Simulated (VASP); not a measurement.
# RbBr in VASP: further runs

The runs below take RbBr through electric field gradients, with PBE.

All numbers are computed with VASP 6.6.1; they aren't measurements. Logs are shortened: lines on timing, memory, paths and dates and some standing lists are left out, and cuts for length are marked.

### 1 The cell of the first run

The structure is cubic, space group Fm-3m (No. 225). The conventional cell has a = 6.945 Å, b = 6.945 Å, c = 6.945 Å, α = 90.00°, β = 90.00°, γ = 90.00°. Within 4.6 Å of Rb (site symmetry m-3m) lie 6 Br at 3.47 Å. Within 4.6 Å of Br (site symmetry m-3m) lie 6 Rb at 3.47 Å.

### 2 Electric field gradients, PBE (volume scaled by 1.04)

Contents of INCAR:

```
ALGO     = Normal         # electronic algorithm
EDIFF    = 1E-8           # SCF threshold, eV
ENCUT    = 520            # plane-wave cutoff, eV
GGA      = PE             # functional
ISIF     = 2              # what is computed and relaxed
ISMEAR   = -1             # smearing method
LASPH    = True           # aspherical terms in the spheres
LCHARG   = False          # write CHGCAR
LEFG     = True         
LREAL    = False          # projectors in reciprocal space
LWAVE    = False          # write WAVECAR
NBANDS   = 15             # bands
NELM     = 80             # most SCF steps
PREC     = Accurate       # precision mode
SIGMA    = 0.03           # smearing width, eV
```

Contents of KPOINTS:

```
k-points
0
Gamma
  7 7 7
```

Contents of POSCAR:

```
RbBr
1.0
    0.0000000000      3.4726038566      3.4726038566
    3.4726038566      0.0000000000      3.4726038566
    3.4726038566      3.4726038566      0.0000000000
Rb Br
1 1
Direct
    0.0000000000      0.0000000000      0.0000000000
    0.5000000000      0.5000000000      0.5000000000
```

Potentials or basis: VASP PAW PBE potentials, release 64 (Rb_sv, Br).

Command:

```console
$ cat potpaw_PBE.64/Rb_sv/POTCAR potpaw_PBE.64/Br/POTCAR > POTCAR
$ mpirun -np 1 vasp_std > vasp.out
```

OUTCAR:

```text
EDIFF = 1E-8
   ENCUT = 520
   GGA = PE
   ISIF = 2
   ISMEAR = -1
   LASPH = True
   LREAL = False
   NELM = 80
   PREC = Accurate

 ion  position               nearest neighbor table
   1  0.000  0.000  0.000-   2 3.47   2 3.47   2 3.47   2 3.47   2 3.47   2 3.47
   2  0.500  0.500  0.500-   1 3.47   1 3.47   1 3.47   1 3.47   1 3.47   1 3.47

  LATTYP: Found a face centered cubic cell.
 ALAT       =     6.9452077132

  Lattice vectors:

 A1 = (   0.0000000000,   3.4726038566,   3.4726038566)
 A2 = (   3.4726038566,   0.0000000000,   3.4726038566)
 A3 = (   3.4726038566,   3.4726038566,   0.0000000000)

Analysis of symmetry for initial positions (statically):
=====================================================================
 Subroutine PRICEL returns:
 Original cell was already a primitive cell.

 Routine SETGRP: Setting up the symmetry group for a
 face centered cubic supercell.

 Subroutine GETGRP returns: Found 48 space group operations
 (whereof 48 operations were pure point group operations)
 out of a pool of 48 trial point group operations.

The static configuration has the point symmetry O_h .

Analysis of symmetry for dynamics (positions and initial velocities):
=====================================================================
 Subroutine PRICEL returns:
 Original cell was already a primitive cell.

 Routine SETGRP: Setting up the symmetry group for a
 face centered cubic supercell.

 Subroutine GETGRP returns: Found 48 space group operations
 (whereof 48 operations were pure point group operations)
 out of a pool of 48 trial point group operations.

The dynamic configuration has the point symmetry O_h .

 Subroutine INISYM returns: Found 48 space group operations
 (whereof 48 operations are pure point group operations),
 and found     1 'primitive' translations

----------------------------------------------------------------------------------------

                                     Primitive cell

  volume of cell :      83.7521

  direct lattice vectors                    reciprocal lattice vectors
     0.000000000  3.472603857  3.472603857    -0.143984175  0.143984175  0.143984175
     3.472603857  0.000000000  3.472603857     0.143984175 -0.143984175  0.143984175
     3.472603857  3.472603857  0.000000000     0.143984175  0.143984175 -0.143984175

  length of vectors
     4.911003471  4.911003471  4.911003471     0.249387906  0.249387906  0.249387906

  position of ions in fractional coordinates (direct lattice)
     0.000000000  0.000000000  0.000000000
     0.500000000  0.500000000  0.500000000

  ion indices of the primitive-cell ions
   primitive index   ion index
                 1           1
                 2           2

----------------------------------------------------------------------------------------

 KPOINTS: k-points

Automatic generation of k-mesh.
 Grid dimensions read from file:
 generate k-points for:    7    7    7

 Generating k-lattice:

  Cartesian coordinates                     Fractional coordinates (reciprocal lattice)
    -0.020569168  0.020569168  0.020569168     0.142857143  0.000000000  0.000000000
     0.020569168 -0.020569168  0.020569168     0.000000000  0.142857143  0.000000000
     0.020569168  0.020569168 -0.020569168     0.000000000  0.000000000  0.142857143

  Length of vectors
     0.035626844  0.035626844  0.035626844

  Shift w.r.t. Gamma in fractional coordinates (k-lattice)
     0.000000000  0.000000000  0.000000000

 Subroutine IBZKPT returns following result:
 ===========================================

 Found     20 irreducible k-points:

 Following reciprocal coordinates:
            Coordinates               Weight
  0.000000  0.000000  0.000000      1.000000
  0.142857  0.000000  0.000000      8.000000
  0.285714  0.000000  0.000000      8.000000
  0.428571  0.000000  0.000000      8.000000
  0.142857  0.142857  0.000000      6.000000
  0.285714  0.142857  0.000000     24.000000
[... 12 lines left out ...]
 -0.428571  0.428571  0.142857     24.000000
 -0.285714  0.428571  0.142857     24.000000
   k-points           NKPTS =     20   k-points in BZ     NKDIM =     20   number of bands    NBANDS=     15
   number of dos      NEDOS =    301   number of ions     NIONS =      2
   total plane-waves  NPLWV =  64000
   dimension x,y,z NGX =    40 NGY =   40 NGZ =   40
   dimension x,y,z NGXF=    80 NGYF=   80 NGZF=   80
   ions per type =               1   1
   NGX,Y,Z   is equivalent  to a cutoff of  13.54, 13.54, 13.54 a.u.
   NGXF,Y,Z  is equivalent  to a cutoff of  27.08, 27.08, 27.08 a.u.
 SYSTEM =  unknown system
   PREC   = accura    normal or accurate (medium, high low for compatibility)
   ISTART =      0    job   : 0-new  1-cont  2-samecut
   ICHARG =      2    charge: 1-file 2-atom 10-const
   ISPIN  =      1    spin polarized calculation?
   LNONCOLLINEAR =      F non collinear calculations
   LSORBIT =      F    spin-orbit coupling
   LASPH  =      T    aspherical Exc in radial PAW
   ENCUT  =  520.0 eV  38.22 Ry    6.18 a.u.   9.13  9.13  9.13*2*pi/ulx,y,z
   NELM   =     80;   NELMIN=  2; NELMDL= -5     # of ELM steps
   EDIFF  = 0.1E-07   stopping-criterion for ELM
   LREAL  =      F    real-space projection
   EDIFFG = 0.1E-06   stopping-criterion for IOM
   NSW    =      0    number of steps for IOM
   IBRION =     -1    ionic relax: 0-MD 1-quasi-New 2-CG
   NFREE  =      0    steps in history (QN), initial steepest desc. (CG)
   ISIF   =      2    stress and relaxation
   ISYM   =      2    0-nonsym 1-usesym 2-fastsym
   POTIM  = 0.5000    time-step for ionic-motion
   TEBEG  =    0.0;   TEEND  =   0.0 temperature during run
   PSTRESS=    0.0 pullay stress
   NELECT =      16.0000    total number of electrons
   NUPDOWN=      -1.0000    fix difference up-down
   EMIN   =  10.00;   EMAX   =-10.00  energy-range for DOS
   EFERMI =   0.00;   METHOD = LEGACY
   ISMEAR =    -1;   SIGMA  =   0.03  broadening in eV -4-tet -1-fermi 0-gaus
   EFERMI_NEDOS =   21; number of points for ismear=-14 and -15
   IALGO  =     38    algorithm
   IMIX   =      4    mixing-type and parameters
     AMIX     =   0.40;   BMIX     =  1.00
     AMIX_MAG =   1.60;   BMIX_MAG =  1.00
  volume/ion in A,a.u.               =      41.88       282.59
  Fermi-wavevector in a.u.,A,eV,Ry     =   0.942865  1.781757 12.095507  0.888995
  Thomas-Fermi vector in A             =   2.070516
   LORBIT       =      0    0 simple, 1 ext, 2 COOP (PROOUT), +10 PAW based schemes
   GGA     = PE    functional components
   LHFCALC =     F    Hartree Fock is set to
   AEXX    =    0.0000 exact exchange contribution
   IVDW    =     0    specifies the selected vdW correction
   LEPSILON=     F    determine dielectric tensor
   LRPA    =     F    only Hartree local field effects (RPA)
 non-spin polarized calculation
  energy-cutoff  :      520.00
  volume of cell :       83.75
 maximum number of plane-waves:      2281
 NGX is ok and might be reduce to    40
   NGX = 19   NGY = 19   NGZ = 19

 number of electron      15.9999998 magnetization

 Free energy of the ion-electron system (eV)
  ---------------------------------------------------
  ext. energy  EPLUGINS =         0.00000000
  ---------------------------------------------------
  free energy    TOTEN  =        -6.11194163 eV

  energy without entropy =       -6.11194163  energy(sigma->0) =       -6.11194163

 E-fermi :  -1.1637     XC(G=0):  -7.0778

 val. band max:       -1.8981336117   @ k =   0.0000   0.0000   0.0000
 cond. band min:       2.3656514092   @ k =   0.0000   0.0000   0.0000
 fundamental gap:      4.2637850209
 Fermi energy:        -1.1636940172

 k-point     1 :       0.0000    0.0000    0.0000
  band No.  band energies     occupation
      1     -26.3970      2.00000
      2     -14.0410      2.00000
      3     -10.4705      2.00000
      4     -10.4705      2.00000
      5     -10.4705      2.00000
      6      -1.8981      2.00000
      7      -1.8981      2.00000
      8      -1.8981      2.00000
      9       2.3657      0.00000
     10       5.3681      0.00000
     11       5.3681      0.00000
     12       5.3681      0.00000
     13       6.2292      0.00000
     14       6.2292      0.00000
     15       9.0003      0.00000

 k-point     2 :       0.1429    0.0000    0.0000
  band No.  band energies     occupation
      1     -26.3955      2.00000
      2     -14.0474      2.00000
      3     -10.4719      2.00000
      4     -10.4719      2.00000
      5     -10.4634      2.00000
      6      -2.1159      2.00000
      7      -1.9628      2.00000
      8      -1.9628      2.00000
      9       2.8290      0.00000
     10       5.2518      0.00000
     11       5.6012      0.00000
     12       5.6012      0.00000
     13       6.5121      0.00000
     14       6.5121      0.00000
     15       9.7270      0.00000

 k-point     3 :       0.2857    0.0000    0.0000
  band No.  band energies     occupation
      1     -26.3923      2.00000
      2     -14.0618      2.00000
      3     -10.4749      2.00000
      4     -10.4749      2.00000
      5     -10.4476      2.00000
      6      -2.5175      2.00000
      7      -2.1007      2.00000
      8      -2.1007      2.00000
      9       3.8659      0.00000
     10       5.2481      0.00000
     11       6.2634      0.00000
     12       6.2634      0.00000
     13       7.2637      0.00000
     14       7.2637      0.00000
     15       9.9046      0.00000
[... 271 lines left out ...]
 k-point    19 :      -0.4286    0.4286    0.1429
  band No.  band energies     occupation
      1     -26.3876      2.00000
      2     -14.0133      2.00000
      3     -10.5878      2.00000
      4     -10.5463      2.00000
      5     -10.4839      2.00000
      6      -2.3907      2.00000
      7      -2.2068      2.00000
      8      -2.1252      2.00000
      9       4.2905      0.00000
     10       5.3713      0.00000
     11       6.4609      0.00000
     12       7.2196      0.00000
     13       7.7107      0.00000
     14       8.5189      0.00000
     15       9.0154      0.00000

 k-point    20 :      -0.2857    0.4286    0.1429
  band No.  band energies     occupation
      1     -26.3873      2.00000
      2     -14.0201      2.00000
      3     -10.5853      2.00000
      4     -10.5516      2.00000
      5     -10.4612      2.00000
      6      -2.4002      2.00000
      7      -2.2594      2.00000
      8      -2.1951      2.00000
      9       4.8545      0.00000
     10       5.5133      0.00000
     11       6.2564      0.00000
     12       6.6241      0.00000
     13       8.3558      0.00000
     14       8.5001      0.00000
     15       9.2455      0.00000

------------------------ aborting loop because EDIFF is reached ----------------------------------------

  FORCE on cell =-STRESS in cart. coord.  units (eV):
  Direction    XX          YY          ZZ          XY          YZ          ZX
  --------------------------------------------------------------------------------------
  -------------------------------------------------------------------------------------
  Total        0.2210061      0.2210061      0.2210061      0.0000000      0.0000000      0.0000000
  in kB        4.2278459      4.2278459      4.2278459      0.0000000      0.0000000      0.0000000
  external PRESSURE =       4.2278459 kB  Pullay stress =       0.0000000 kB

 VOLUME and BASIS-vectors are now :
 -----------------------------------------------------------------------------
  energy-cutoff  :      520.00
  volume of cell :       83.75
      direct lattice vectors                 reciprocal lattice vectors
     0.000000000  3.472603857  3.472603857    -0.143984175  0.143984175  0.143984175
     3.472603857  0.000000000  3.472603857     0.143984175 -0.143984175  0.143984175
     3.472603857  3.472603857  0.000000000     0.143984175  0.143984175 -0.143984175

 POSITION                                       TOTAL-FORCE (eV/Angst)
 -----------------------------------------------------------------------------------
      0.00000      0.00000      0.00000        -0.000000      0.000000     -0.000000
      3.47260      3.47260      3.47260         0.000000     -0.000000      0.000000
 -----------------------------------------------------------------------------------
    total drift:                                0.000000     -0.000000     -0.000000

  FREE ENERGIE OF THE ION-ELECTRON SYSTEM (eV)
  ---------------------------------------------------
  free  energy   TOTEN  =        -6.1119416255 eV

  energy  without entropy=       -6.1119416255  energy(sigma->0) =       -6.11194163

 Electric field gradients (V/A^2)
---------------------------------------------------------------------
 ion       V_xx      V_yy      V_zz      V_xy      V_xz      V_yz
---------------------------------------------------------------------
   1      -0.000     0.000    -0.000     0.000     0.000     0.000
   2       0.000    -0.000     0.000    -0.001    -0.001    -0.001
---------------------------------------------------------------------

 Electric field gradients after diagonalization (V/A^2)
 (convention: |V_zz| > |V_xx| > |V_yy|)
----------------------------------------------------------------------
 ion       V_xx      V_yy      V_zz     asymmetry (V_yy - V_xx)/ V_zz
----------------------------------------------------------------------
   1      -0.000    -0.000     0.000       0.000
   2       0.001     0.001    -0.001       0.000
----------------------------------------------------------------------

           NMR quadrupolar parameters

 Cq : quadrupolar parameter    Cq=e*Q*V_zz/h
 eta: asymmetry parameters     (V_yy - V_xx)/ V_zz
 Q  : nuclear electric quadrupole moment in mb (millibarn)
----------------------------------------------------------------------
 ion       Cq(MHz)       eta       Q (mb)
----------------------------------------------------------------------
   1       0.000       0.000       1.000
   2      -0.000       0.000       1.000
----------------------------------------------------------------------
```

It took 19 s on 1 thread of Intel Xeon Platinum 8488C (Sapphire Rapids), shared host; peak memory 0.24 GiB.

Results:

* Free energy: -6.1119 eV
* Pressure: 0.4 GPa
* Band gap on the k mesh: 4.26 eV, direct

Caveat: without QUAD_EFG the Cq values of the log hold for a quadrupole moment of 1 mb, not for the nuclei.

### 3 Electric field gradients, PBE (x and y stretched by -3 %, z held)

Contents of INCAR:

```
SYSTEM = RbBr
ALGO = Normal
EDIFF = 1E-8
ENCUT = 520
GGA = PE
ISIF = 2
ISMEAR = -1
LASPH = .True.
LCHARG = .False.
LEFG = .True.
LREAL = .False.
LWAVE = .False.
NBANDS = 15
NELM = 80
PREC = Accurate
SIGMA = 0.03
```

Contents of KPOINTS:

```
k-points
0
Gamma
  7 7 7
  0 0 0
```

Contents of POSCAR:

```
RbBr
1.0
    0.0000000000      3.3246750000      3.4275000000
    3.3246750000      0.0000000000      3.4275000000
    3.3246750000      3.3246750000      0.0000000000
Rb Br
1 1
Direct
    0.0000000000      0.0000000000      0.0000000000
    0.5000000000      0.5000000000      0.5000000000
```

Potentials or basis: VASP PAW PBE potentials, release 64 (Rb_sv, Br).

Command:

```console
$ cat potpaw_PBE.64/Rb_sv/POTCAR potpaw_PBE.64/Br/POTCAR > POTCAR
$ mpirun -np 1 vasp_std > vasp.out
```

OUTCAR:

```text
SYSTEM = RbBr
   EDIFF = 1E-8
   ENCUT = 520
   GGA = PE
   ISIF = 2
   ISMEAR = -1
   LASPH = .True.
   LREAL = .False.
   NELM = 80
   PREC = Accurate

 ion  position               nearest neighbor table
   1  0.000  0.000  0.000-   2 3.32   2 3.32   2 3.32   2 3.32   2 3.43   2 3.43
   2  0.500  0.500  0.500-   1 3.32   1 3.32   1 3.32   1 3.32   1 3.43   1 3.43

  LATTYP: Found a body centered tetragonal cell.
 ALAT       =     4.7018004755
 C/A-ratio  =     1.4579521262

  Lattice vectors:

[... 645 lines left out ...]
  ---------------------------------------------------
  free  energy   TOTEN  =        -6.0442142689 eV

  energy  without entropy=       -6.0442142689  energy(sigma->0) =       -6.04421427

 Electric field gradients (V/A^2)
---------------------------------------------------------------------
 ion       V_xx      V_yy      V_zz      V_xy      V_xz      V_yz
---------------------------------------------------------------------
   1      -5.611    -5.611    11.223    -0.000    -0.000    -0.000
   2      -4.506    -4.506     9.011     0.001     0.000     0.000
---------------------------------------------------------------------

 Electric field gradients after diagonalization (V/A^2)
 (convention: |V_zz| > |V_xx| > |V_yy|)
----------------------------------------------------------------------
 ion       V_xx      V_yy      V_zz     asymmetry (V_yy - V_xx)/ V_zz
----------------------------------------------------------------------
   1      -5.611    -5.611    11.223       0.000
   2      -4.506    -4.505     9.011       0.000
----------------------------------------------------------------------

           NMR quadrupolar parameters

 Cq : quadrupolar parameter    Cq=e*Q*V_zz/h
 eta: asymmetry parameters     (V_yy - V_xx)/ V_zz
 Q  : nuclear electric quadrupole moment in mb (millibarn)
----------------------------------------------------------------------
 ion       Cq(MHz)       eta       Q (mb)
----------------------------------------------------------------------
   1       0.027       0.000       1.000
   2       0.022       0.000       1.000
----------------------------------------------------------------------
```

It took 1.7 min on 1 thread of Intel Xeon 8259CL, shared host; peak memory 0.22 GiB.

What came out:

- Free energy: -6.0442 eV
- Pressure: 2.2 GPa
- Band gap on the k mesh: 4.50 eV, direct

Electric field gradients, principal values (V/Å²):
```csv
atom,least,middle,greatest (by size)
1 Rb,-5.611,-5.611,11.223
2 Br,-4.505,-4.506,9.011
```

Caveat: the cell differs from its parent crystal (x and y stretched by -3 %, z held); without QUAD_EFG the Cq values of the log hold for a quadrupole moment of 1 mb, not for the nuclei.

[end of part 1 of 2]
